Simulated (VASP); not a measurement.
# BeAl15N16 (a cell with a defect) in VASP: notebook, part 2 of 2

VASP 6.6.1.

### 4 Relaxation of the atoms, PBE

INCAR reads:

```
PREC = Accurate
ENCUT = 520
EDIFF = 1E-6
ISMEAR = 0
SIGMA = 0.01
LREAL = Auto
LASPH = T
NELM = 80
ALGO = Normal
ISIF = 2
LWAVE = F
LCHARG = F
GGA = PE
IBRION = 2
NSW = 100
EDIFFG = -0.03
NELECT = 128.0
```

KPOINTS reads:

```
Automatic mesh
0
Gamma
  1 1 1
  0.25 0.25 0.25
```

POSCAR reads:

```
BeAl15N16
1.0
    6.2595139100      0.0000000600      0.0000000000
   -3.1297570100      5.4208980300      0.0000000000
    0.0000000000      0.0000000000     10.0348065900
Al Be N
15 1 16
Direct
    0.3333333300      0.1666666700      0.2496176900
    0.3333333300      0.1666666700      0.7496176900
    0.1666666700      0.3333333300      0.9996176900
    0.3333333300      0.6666666700      0.2496176900
    0.1666666700      0.8333333300      0.4996176900
    0.3333333300      0.6666666700      0.7496176900
    0.1666666700      0.8333333300      0.9996176900
    0.8333333300      0.1666666700      0.2496176900
    0.6666666700      0.3333333300      0.4996176900
    0.8333333300      0.1666666700      0.7496176900
    0.6666666700      0.3333333300      0.9996176900
    0.8333333300      0.6666666700      0.2496176900
    0.6666666700      0.8333333300      0.4996176900
    0.8333333300      0.6666666700      0.7496176900
    0.6666666700      0.8333333300      0.9996176900
    0.1666666700      0.3333333300      0.4996176900
    0.3333333300      0.1666666700      0.4403823100
    0.1666666700      0.3333333300      0.1903823100
    0.3333333300      0.1666666700      0.9403823100
    0.1666666700      0.3333333300      0.6903823100
    0.3333333300      0.6666666700      0.4403823100
    0.1666666700      0.8333333300      0.1903823100
    0.3333333300      0.6666666700      0.9403823100
    0.1666666700      0.8333333300      0.6903823100
    0.8333333300      0.1666666700      0.4403823100
    0.6666666700      0.3333333300      0.1903823100
    0.8333333300      0.1666666700      0.9403823100
    0.6666666700      0.3333333300      0.6903823100
    0.8333333300      0.6666666700      0.4403823100
    0.6666666700      0.8333333300      0.1903823100
    0.8333333300      0.6666666700      0.9403823100
    0.6666666700      0.8333333300      0.6903823100
```

Launch:

```bash
cat potpaw_PBE.64/Al/POTCAR potpaw_PBE.64/Be/POTCAR potpaw_PBE.64/N/POTCAR > POTCAR
mpirun -np 1 vasp_std > vasp.out
```

Run time: 4.5 min. Hardware: 1 thread of Intel Xeon 6975P-C (Granite Rapids), shared host; peak memory 0.48 GiB.

Results (log left out):

```yaml
Free_energy: -232.3897 eV
Energy_gained_by_relaxing: 8.4 meV/atom
Ionic_steps: 11
Largest_force_after_relaxing: 0.023 eV/Å
```

Forces in eV/Å, atoms in the order of the input:
```
Al   0.006 -0.003 -0.006
Al   0.002 -0.001 -0.001
Al   0.000  0.000  0.015
Al   0.000  0.006 -0.006
Al  -0.011 -0.006 -0.013
Al   0.000  0.003 -0.001
Al   0.002  0.001  0.013
Al  -0.006 -0.003 -0.006
Al   0.000  0.012 -0.013
Al  -0.002 -0.001 -0.001
Al   0.000 -0.002  0.013
Al   0.000  0.000 -0.023
Al   0.011 -0.006 -0.013
Al   0.000  0.000  0.020
Al  -0.002  0.001  0.013
Be   0.000  0.000  0.015
N   -0.009  0.005  0.013
N    0.000  0.000 -0.009
N   -0.001  0.001 -0.011
N    0.000  0.000  0.019
N    0.000 -0.010  0.013
N    0.002  0.001 -0.016
N    0.000 -0.001 -0.011
N   -0.005 -0.003  0.008
N    0.009  0.005  0.013
N    0.000 -0.002 -0.016
N    0.001  0.001 -0.011
N    0.000  0.006  0.008
N    0.000  0.000 -0.003
N   -0.002  0.001 -0.016
N    0.000  0.000  0.002
N    0.005 -0.003  0.008
```

Step by step:
```csv
step,energy change (eV),largest force (eV/Å),pressure (GPa)
1,0.0000,1.2689,1.83
2,-0.1044,0.9558,1.81
3,-0.1947,0.5625,1.75
4,-0.2487,0.2345,1.52
5,-0.2524,0.2432,1.45
6,-0.2650,0.1322,1.39
7,-0.2652,0.1370,1.38
8,-0.2695,0.0595,1.40
9,-0.2697,0.0705,1.40
10,-0.2702,0.0312,1.41
11,-0.2702,0.0229,1.41
```

Final structure:
```cif
data_structure
_symmetry_space_group_name_H-M 'P 1'
_symmetry_Int_Tables_number 1
_cell_length_a 6.2595
_cell_length_b 6.2595
_cell_length_c 10.0348
_cell_angle_alpha 90.000
_cell_angle_beta 90.000
_cell_angle_gamma 120.000
_cell_volume 340.50
loop_
_atom_site_label
_atom_site_type_symbol
_atom_site_fract_x
_atom_site_fract_y
_atom_site_fract_z
_atom_site_occupancy
Al1 Al 0.33160 0.16840 0.25566 1
Al2 Al 0.33110 0.16890 0.74526 1
Al3 Al 0.16667 0.33333 0.99909 1
Al4 Al 0.33160 0.66321 0.25566 1
Al5 Al 0.16878 0.83439 0.49892 1
Al6 Al 0.33110 0.66219 0.74526 1
Al7 Al 0.16792 0.83396 0.99993 1
Al8 Al 0.83679 0.16840 0.25566 1
Al9 Al 0.66561 0.33122 0.49892 1
Al10 Al 0.83781 0.16890 0.74526 1
Al11 Al 0.66604 0.33208 0.99993 1
Al12 Al 0.83333 0.66667 0.25135 1
Al13 Al 0.66561 0.83439 0.49892 1
Al14 Al 0.83333 0.66667 0.74870 1
Al15 Al 0.66604 0.83396 0.99993 1
Be1 Be 0.16667 0.33333 0.50322 1
N1 N 0.32901 0.17099 0.44311 1
N2 N 0.16667 0.33333 0.18821 1
N3 N 0.33330 0.16670 0.93823 1
N4 N 0.16667 0.33333 0.68492 1
N5 N 0.32901 0.65801 0.44311 1
N6 N 0.16756 0.83378 0.19027 1
N7 N 0.33330 0.66660 0.93823 1
N8 N 0.16617 0.83308 0.69013 1
N9 N 0.84199 0.17099 0.44311 1
N10 N 0.66622 0.33244 0.19027 1
N11 N 0.83340 0.16670 0.93823 1
N12 N 0.66692 0.33383 0.69013 1
N13 N 0.83333 0.66667 0.44000 1
N14 N 0.66622 0.83378 0.19027 1
N15 N 0.83333 0.66667 0.94000 1
N16 N 0.66692 0.83308 0.69013 1
```

Levels at points of the mesh, in eV from the Fermi level:
```tsv
k point	band 61	band 62	band 63	band 64	band 65	band 66	band 67	band 68
(0.25, 0.25, 0.25)	-0.52	-0.37	-0.14	-0.05	5.48	6.02	6.16	6.22
```

Caveat: the k points lie up to 1.16 Å⁻¹ apart, too coarse for converged energies, forces and pressures; the cell carries a net charge on a neutralising background, which shifts energy and pressure; the cell is charged against a uniform background, so pressure and absolute levels hang on convention.

### 5 Single point, PBE

INCAR reads:

```
SYSTEM = BeAl15N16
PREC = Accurate
ENCUT = 520
EDIFF = 1E-6
ISMEAR = 0
SIGMA = 0.01
LREAL = Auto
LASPH = .True.
NELM = 80
ALGO = Normal
ISIF = 2
LWAVE = .False.
LCHARG = .True.
GGA = PE
LELF = .True.
LVHAR = .True.
NELECT = 128.0
NBANDS = 86
```

KPOINTS is that of step 4.

POSCAR reads:

```
BeAl15N16
1.0
    6.2595139092      0.0000000618      0.0000000000
   -3.1297570081      5.4208980298      0.0000000000
    0.0000000000      0.0000000000     10.0348065900
Al Be N
15 1 16
Direct
    0.3309428369      0.1668199619      0.2554391564
    0.3304816326      0.1672473154      0.7451763406
    0.1655925591      0.3322132572      0.9989301330
    0.3305943024      0.6616774527      0.2555231209
    0.1671432089      0.8329656293      0.4986521327
    0.3301974956      0.6606762662      0.7449013901
    0.1668655150      0.8328572476      0.9997229780
    0.8361054576      0.1671441773      0.2555171951
    0.6648584823      0.3307140667      0.4986373338
    0.8370829083      0.1675569745      0.7449072415
    0.6649312432      0.3308566748      0.9997097482
    0.8325031229      0.6652699868      0.2507959041
    0.6642021951      0.8336393010      0.4984886785
    0.8323743998      0.6653297232      0.7487556019
    0.6648551350      0.8329220578      0.9996970637
    0.1668756670      0.3308072306      0.5035696427
    0.3267395158      0.1711033953      0.4430928265
    0.1671557883      0.3306322237      0.1879609051
    0.3310807677      0.1666632886      0.9380215252
    0.1671399225      0.3305607102      0.6846293605
    0.3256128016      0.6576400459      0.4429404364
    0.1680280190      0.8311855957      0.1899450415
    0.3309036188      0.6664553805      0.9378317147
    0.1662107012      0.8303685305      0.6899818486
    0.8402108848      0.1722239296      0.4429639167
    0.6666018383      0.3296877070      0.1899448419
    0.8312211313      0.1667464302      0.9378139635
    0.6673000024      0.3315036618      0.6899829131
    0.8307223529      0.6670714831      0.4395045897
    0.6665025658      0.8312516494      0.1898873085
    0.8309876981      0.6666570696      0.9399462970
    0.6672652325      0.8304805500      0.6898549048
```

Launch:

```bash
cat potpaw_PBE.64/Al/POTCAR potpaw_PBE.64/Be/POTCAR potpaw_PBE.64/N/POTCAR > POTCAR
mpirun -np 1 vasp_std > vasp.out
```

Run time: 3.6 min. Hardware: 1 thread of Intel Xeon Platinum 8559C (Emerald Rapids), shared host; peak memory 0.47 GiB.

The run converged. Its results:

```yaml
Free_energy: -232.3664 eV
Largest_force: 0.273 eV/Å
```

Forces in eV/Å, atoms in the order of the input:
```
Al   0.099 -0.057  0.006
Al   0.115 -0.069  0.003
Al  -0.116  0.059 -0.001
Al   0.109 -0.062 -0.006
Al  -0.129  0.073  0.012
Al   0.118 -0.076 -0.005
Al  -0.106  0.059 -0.001
Al   0.111 -0.061 -0.006
Al  -0.128  0.071  0.016
Al   0.123 -0.068 -0.005
Al  -0.111  0.062  0.000
Al   0.107 -0.065  0.001
Al  -0.117  0.066 -0.002
Al   0.129 -0.076  0.005
Al  -0.120  0.063 -0.004
Be  -0.107  0.065 -0.022
N    0.112 -0.067 -0.005
N   -0.171  0.098 -0.003
N    0.171 -0.098 -0.006
N   -0.178  0.106  0.036
N    0.271 -0.035 -0.005
N   -0.163  0.088 -0.002
N    0.175 -0.091  0.008
N   -0.179  0.106 -0.004
N    0.164 -0.218 -0.009
N   -0.161  0.101 -0.002
N    0.173 -0.098  0.011
N   -0.174  0.103 -0.005
N    0.172 -0.096 -0.004
N   -0.172  0.099  0.012
N    0.173 -0.094 -0.002
N   -0.190  0.110 -0.011
```

Levels at points of the mesh, in eV from the Fermi level:
```csv
k point,band 60,band 61,band 62,band 63,band 64,band 65,band 66,band 67,band 68,band 69
"(0.25, 0.25, 0.25)",-0.58,-0.53,-0.38,-0.18,-0.07,5.49,6.02,6.14,6.20,6.41
```

Caveat: the k points lie up to 0.58 Å⁻¹ apart; the cell carries a net charge on a neutralising background, which shifts energy and pressure; the cell is charged against a uniform background, so pressure and absolute levels hang on convention.
